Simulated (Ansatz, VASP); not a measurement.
# One calculation of Ge, two programs

```
Ge
1.0
     4.87896    0.00000    0.00000
     0.00000    4.87896    0.00000
     0.00000    0.00000    3.96584
Ge
4
Direct
  0.34199 0.00000 0.75000
  0.65801 0.00000 0.25000
  0.00000 0.34199 0.00000
  0.00000 0.65801 0.50000
```

Alike in both runs: functional PBE; k mesh 4 × 4 × 6; occupations gaussian, width 0.1 eV; no spin polarisation.

Ansatz relaxed the structure, and its values are those at the end. VASP's run is a single point on that final structure, the one shown.

|  | VASP | Ansatz |
| --- | --- | --- |
| version | VASP 6.6.1 | Ansatz 0.2.0 |
| potentials or method | VASP PAW PBE potentials, release 64 (Ge_d), cutoff 520 eV | scalar-relativistic, plane waves, PAW |
| valence electrons in the cell | 56 | 56 |

|  | VASP | Ansatz | Ansatz less VASP |
| --- | --- | --- | --- |
| gap on the k mesh at the Fermi level (eV) | none | none | - |
| pressure (GPa) | 0.0 | 0.0 | +0.03 |
| rms of the force components (eV/Å) | 0.004 | 0.004 | -0.0002 |

A gap of «none» marks a metal or a gap that the smearing closes.
